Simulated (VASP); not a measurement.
# Ni: single point with PBEsol

The system is Ni.

```
Ni
1.0
     0.00000    1.77200    1.77200
     1.77200    0.00000    1.77200
     1.77200    1.77200    0.00000
Ni
1
Cartesian
  0.0000 0.0000 0.0000
```

| Property | Result |
| --- | --- |
| Program | VASP 6.6.1 |
| Task | single point |
| Functional | PBEsol |
| Potentials or basis | VASP PAW PBE potentials, release 64 (Ni) |
| Cutoff | 520 eV |
| k mesh | 15 × 15 × 15 |
| Occupations | fermi-dirac, width 0.1 eV |
| Spin | collinear spin, ferromagnetic start |
| Starting moments | [2.0] μB |

```
Pressure                                              : -12.9 GPa
Net moment                                            : 0.63 μB per cell
Site moments                                          : Ni +0.64 μB
Valence electrons inside the program's atomic spheres : Ni 9.27
```

Levels at points of the mesh, in eV from the Fermi level:
Spin up:
```csv
k point,band 1,band 2,band 3,band 4,band 5,band 6,band 7,band 8,band 9,band 10
"(0.00, 0.00, 0.00)",-8.89,-2.35,-2.35,-2.35,-1.23,-1.23,23.52,27.18,27.18,27.18
```
Spin down:
```csv
k point,band 2,band 3,band 4,band 5,band 6,band 7,band 8,band 9
"(0.00, 0.00, 0.00)",-1.63,-1.63,-1.63,-0.60,-0.60,23.40,27.18,27.18
```

It took 32 s on 1 thread of Intel(R) Xeon(R) Platinum 8375C CPU @ 2.90GHz (Ice Lake), on a shared host, peak memory 0.15 GiB.

Caveat: the PAW data sets were made with another functional, which shifts forces and pressure a little.
